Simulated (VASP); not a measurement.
Crystal: Mo3Se.

```
CELL_PARAMETERS angstrom
5.26233 0.00000 0.00000
0.00000 5.26233 0.00000
0.00000 0.00000 5.26233
ATOMIC_POSITIONS crystal
Mo 0.00000 0.50000 0.25000
Mo 0.00000 0.50000 0.75000
Mo 0.25000 0.00000 0.50000
Mo 0.75000 0.00000 0.50000
Mo 0.50000 0.75000 0.00000
Mo 0.50000 0.25000 0.00000
Se 0.00000 0.00000 0.00000
Se 0.50000 0.50000 0.50000
```

```yaml
Program: VASP 6.6.1
Task: relaxation of cell and atoms
Functional: PBE
Potentials_or_basis: VASP PAW PBE potentials, release 64 (Mo_sv, Se)
Cutoff: 500 eV
k_mesh: 4 × 4 × 4
Occupations: gaussian, width 0.1 eV
Spin: no spin polarisation
```

At the start: pressure -22.2 GPa; volume 18.22 Å³/atom.

How do energy, volume and symmetry change on relaxing?

Over 5 steps the energy falls by 205.5 meV/atom and the volume is 15.66 Å³/atom (-14.0 %); space group Pm-3n (No. 223, to 0.05 Å).

The path:
```csv
step,energy change (eV),largest force (eV/Å),pressure (GPa),volume (Å³)
1,0.0000,0.0000,-22.25,145.72
2,4.0675,0.0000,85.24,98.62
3,-1.6347,0.0000,-2.20,126.61
4,-1.6432,0.0000,-0.62,125.64
5,-1.6440,0.0000,0.02,125.26
```

Final structure:
```
CELL_PARAMETERS angstrom
5.00344 0.00000 0.00000
0.00000 5.00344 0.00000
0.00000 0.00000 5.00344
ATOMIC_POSITIONS crystal
Mo 0.00000 0.50000 0.25000
Mo 0.00000 0.50000 0.75000
Mo 0.25000 0.00000 0.50000
Mo 0.75000 0.00000 0.50000
Mo 0.50000 0.75000 0.00000
Mo 0.50000 0.25000 0.00000
Se 0.00000 0.00000 0.00000
Se 0.50000 0.50000 0.50000
```
